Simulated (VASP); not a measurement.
A run of VASP 6.6.1 is set up as follows.

The input INCAR:

```
SYSTEM = TePb
AGGAC = 1.0
AGGAX = 1.0
ALDAC = 0.0
ALDAX = 1.0
ALGO = Normal
EDIFF = 1E-6
ENCUT = 520
GGA = B5
ISIF = 2
ISMEAR = -1
IVDW = 13
LASPH = .TRUE.
LCHARG = .TRUE.
LELF = .TRUE.
LREAL = .FALSE.
LVHAR = .TRUE.
LWAVE = .FALSE.
NBANDS = 17
NELM = 60
PREC = Accurate
SIGMA = 0.05
VDW_A1 = 0.44488865
VDW_A2 = 4.0933009
VDW_S6 = 1.0
VDW_S8 = 2.34076671
```

File KPOINTS:

```
k-points
0
G
  7 7 7
  0 0 0
```

Contents of POSCAR:

```
TePb
1.0
    0.0000000000      3.3352091449      3.3352091449
    3.3352091449      0.0000000000      3.3352091449
    3.3352091449      3.3352091449      0.0000000000
Pb Te
1 1
Direct
    0.0000000000      0.0000000000      0.0000000000
    0.5000000000      0.5000000000      0.5000000000
```

Potentials or basis: VASP PAW PBE potentials, release 64 (Pb_d, Te).

The run is started by

```sh
$ cat potpaw_PBE.64/Pb_d/POTCAR potpaw_PBE.64/Te/POTCAR > POTCAR
$ mpirun -np 1 vasp_std > vasp.out
```

Q: Estimate the pressure.

A: 0.1 GPa.

Q: Estimate the dispersion energy per atom.

A: -0.789 eV.

Caveat: the PAW data sets were made with another functional, which shifts forces and pressure a little.
